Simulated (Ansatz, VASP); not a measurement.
**One calculation of Bi2TePd2, two programs**

```xyz
5
Lattice="4.3345 -0.0270 -0.0072 -2.1906 3.7917 -0.0007 -2.1918 1.2613 7.8643" Properties=species:S:1:pos:R:3 pbc="T T T"
Bi   -0.0384    2.5823    2.1429
Bi   -0.0763    2.5627    5.7205
Pd   -2.2064    3.7893    4.4124
Pd    2.1572    1.2506    3.4504
Te    0.0742   -0.1135    0.0038
```

Alike in both runs: functional PBE; k mesh 5 × 5 × 5; occupations methfessel-paxton of order 1, width 0.0135 eV; no spin polarisation.

Ansatz relaxed the structure, and its values are those at the end. VASP's run is a single point on that final structure, the one shown.

```csv
,VASP,Ansatz
version,VASP 6.6.1,Ansatz 0.2.0
potentials or method,"VASP PAW PBE potentials, release 64 (Bi_d, Pd, Te), cutoff 500 eV",PAW plane waves
valence electrons in the cell,56,82
```

|  | VASP | Ansatz | Ansatz less VASP |
| --- | --- | --- | --- |
| gap on the k mesh at the Fermi level (eV) | none | none | - |
| pressure (GPa) | 0.0 | 0.0 | +0.04 |
| rms of the force components (eV/Å) | 0.006 | 0.001 | -0.0044 |

A gap of «none» marks a metal or a gap that the smearing closes. The functional is the same, so the differences come from potentials, cutoffs and numerics. VASP's potentials hold 56 valence electrons a cell and Ansatz's 82, so a difference there can come from the potentials and not from the codes. Ansatz's warnings: relaxation start displaced.

Spin-orbit coupling is off throughout.
